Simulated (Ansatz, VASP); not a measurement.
Two plane-wave programs on In

INCAR

```
SYSTEM = In
PREC     = Accurate       ! precision mode
ENCUT    = 520            ! plane-wave cutoff, eV
EDIFF    = 1E-6           ! SCF threshold, eV
ISMEAR   = 1              ! smearing method
SIGMA    = 0.1            ! smearing width, eV
LREAL    = .FALSE.        ! projectors in reciprocal space
LASPH    = .TRUE.         ! aspherical terms in the spheres
NELM     = 60             ! most SCF steps
ALGO     = Normal         ! electronic algorithm
ISIF     = 2              ! what is computed and relaxed
LWAVE    = .FALSE.        ! write WAVECAR
LCHARG   = .FALSE.        ! write CHGCAR
GGA      = CA             ! functional
NBANDS   = 12             ! bands
```

KPOINTS

```
Automatic mesh
0
G
  12 12 14
  0 0 0
```

File POSCAR:

```
In
1.0
   -1.6019898026      1.6281983263      2.4755659685
    1.6281983263     -1.6019898026      2.4755659685
    1.5260503434      1.5260503434     -2.4583443292
In
1
Direct
    0.0000000000      0.0000000000      0.0000000000
```

Input for Ansatz:

```yaml
crystal:
  lattice:
    - [-1.6019898026, 1.6281983263, 2.4755659685]
    - [1.6281983263, -1.6019898026, 2.4755659685]
    - [1.5260503434, 1.5260503434, -2.4583443292]
  atoms:
    - { symbol: In, position: [0.0, 0.0, 0.0] }
hamiltonian:
  xc: lda
  pseudopotentials:
    kind: paw
    azcp:
      In: "pseudopotentials/In.paw.azcp"
basis:
  ecutwfc: 420
  fft_grid_basis: typed
kpoints:
  mp_grid: { grid: [12, 12, 14], shift: [0, 0, 0] }
magnetization:
  spin_polarized: false
scf:
  occupations: { method: methfessel_paxton, width: 0.1 }
  lower_state_search: "off"
output:
  stress: true
  write_density: true
  write_potential: true
  elf: true
  volumetric_format: npy
```

Alike in both runs: task single point; functional LDA; k mesh 12 × 12 × 14; occupations methfessel-paxton of order 1, width 0.1 eV; no spin polarisation.

|  | VASP | Ansatz |
| --- | --- | --- |
| version | VASP 6.6.1 | Ansatz 0.2.0 |
| potentials or method | VASP PAW LDA potentials, release 64 (In_d), cutoff 520 eV | plane waves (420 eV) with PAW, scalar-relativistic |
| valence electrons in the cell | 13 | 13 |

|  | VASP | Ansatz | Ansatz less VASP |
| --- | --- | --- | --- |
| pressure (GPa) | 0.0 | 0.0 | -0.04 |
| traceless stress, the component that is largest in VASP (GPa) | 0.19 | 0.19 | -0.002 |

Ansatz warns that its potentials were made for another functional, while VASP's fit it. LDA's correlation is that of Perdew and Zunger in VASP and of Perdew and Wang (1992) in Ansatz.
